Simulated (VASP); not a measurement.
Input of a VASP 6.6.1 run:

POSCAR

```
Ta2N
1.0
    3.1128615100      0.0000000000      0.0000000000
   -1.5564307500      2.6958171400      0.0000000000
    0.0000000000      0.0000000000      4.8698410000
Ta N
2 1
Direct
    0.6666666700      0.3333333300      0.7452890000
    0.3333333300      0.6666666700      0.2547110000
    0.0000000000      0.0000000000      0.0000000000
```

The input INCAR.step1:

```
PREC     = Accurate       # precision mode
ENCUT    = 600            # plane-wave cutoff, eV
ISMEAR   = 0              # smearing method
SIGMA    = 0.1            # smearing width, eV
LREAL    = False          # projectors in reciprocal space
LASPH    = True           # aspherical terms in the spheres
NELM     = 80             # most SCF steps
GGA      = PE             # functional
ALGO     = Normal         # electronic algorithm
EDIFF    = 1E-4           # SCF threshold, eV
LWAVE    = True           # write WAVECAR
LCHARG   = False          # write CHGCAR
```

INCAR.step2

```
PREC     = Accurate       # precision mode
ENCUT    = 600            # plane-wave cutoff, eV
EDIFF    = 1E-7           # SCF threshold, eV
ISMEAR   = 0              # smearing method
SIGMA    = 0.1            # smearing width, eV
LREAL    = False          # projectors in reciprocal space
LASPH    = True           # aspherical terms in the spheres
NELM     = 80             # most SCF steps
ALGO     = Normal         # electronic algorithm
ISIF     = 3              # what is computed and relaxed
LWAVE    = False          # write WAVECAR
LCHARG   = False          # write CHGCAR
METAGGA  = R2SCAN         # meta-GGA
LMIXTAU  = True         
IBRION   = 2              # ionic algorithm
NSW      = 100            # ionic steps
EDIFFG   = -0.002         # ionic threshold
ISTART   = 1
```

Contents of KPOINTS:

```
Automatic mesh
0
Gamma
  15 15 10
```

Potentials or basis: VASP PAW PBE potentials, release 64 (Ta_pv, N).

The run is started by

```console
$ cat potpaw_PBE.64/Ta_pv/POTCAR potpaw_PBE.64/N/POTCAR > POTCAR
$ cp INCAR.step1 INCAR
$ mpirun -np 1 vasp_std > vasp.out
$ cp INCAR.step2 INCAR
$ mpirun -np 1 vasp_std > vasp.out
```

Task: Predict the relaxed cell.

Result: a = 3.077 Å, b = 3.077 Å, c = 4.900 Å, α = 90.00°, β = 90.00°, γ = 120.00°.

Task: Estimate the band gap on the k mesh.

Result: Zero (an odd number of electrons rules out a gap without spin polarisation).

Task: Estimate the relaxed volume.

Result: 13.39 Å³/atom.

Task: Estimate the space group after relaxing (to 0.1 Å).

Result: P-3m1 (No. 164).

Step by step:
```csv
step,energy change (eV),largest force (eV/Å),pressure (GPa),volume (Å³)
1,0.0000,0.1034,-4.31,40.87
2,0.0428,0.3725,12.29,38.74
3,-0.0098,0.1825,0.30,40.21
4,-0.0134,0.0384,0.12,40.19
5,-0.0141,0.0483,0.03,40.17
6,-0.0143,0.0127,0.00,40.18
7,-0.0143,0.0047,0.00,40.18
8,-0.0143,0.0056,0.00,40.18
9,-0.0143,0.0020,-0.02,40.18
```

Caveat: the PAW data sets were made with another functional, which shifts forces and pressure a little; spin-orbit coupling is left out, which moves the levels of the heavy elements.
